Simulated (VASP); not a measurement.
Crystal: AlP.

```
CELL_PARAMETERS angstrom
0.00000 2.71186 2.71186
2.71186 0.00000 2.71186
2.71186 2.71186 0.00000
ATOMIC_POSITIONS crystal
Al 0.00000 0.00000 0.00000
P 0.25000 0.25000 0.25000
```

This cell differs from its parent crystal: strain -1.0%.

Base run:

- Program: VASP 6.6.1
- Functional: PBE
- Potentials or basis: VASP PAW PBE potentials, release 64 (Al, P)
- Cutoff: 500 eV
- k mesh: 8 × 8 × 8
- Occupations: fermi-dirac, width 0.02 eV
- Spin: no spin polarisation

Its results: band gap on the k mesh 1.54 eV, indirect (least direct gap 3.48 eV); pressure 4.1 GPa.

Question: The run is repeated on the same cell with these changes: functional from PBE to r2SCAN; cutoff from 500 eV to 550 eV; occupations from fermi-dirac, width 0.02 eV to gaussian, width 0.01 eV. What comes out?

Answer: Band gap on the k mesh 1.87 eV, indirect (least direct gap 4.09 eV); pressure 2.6 GPa.

Caveats: the PAW data sets were made with another functional, which shifts forces and pressure a little (some runs).

A k mesh can miss the band edges.
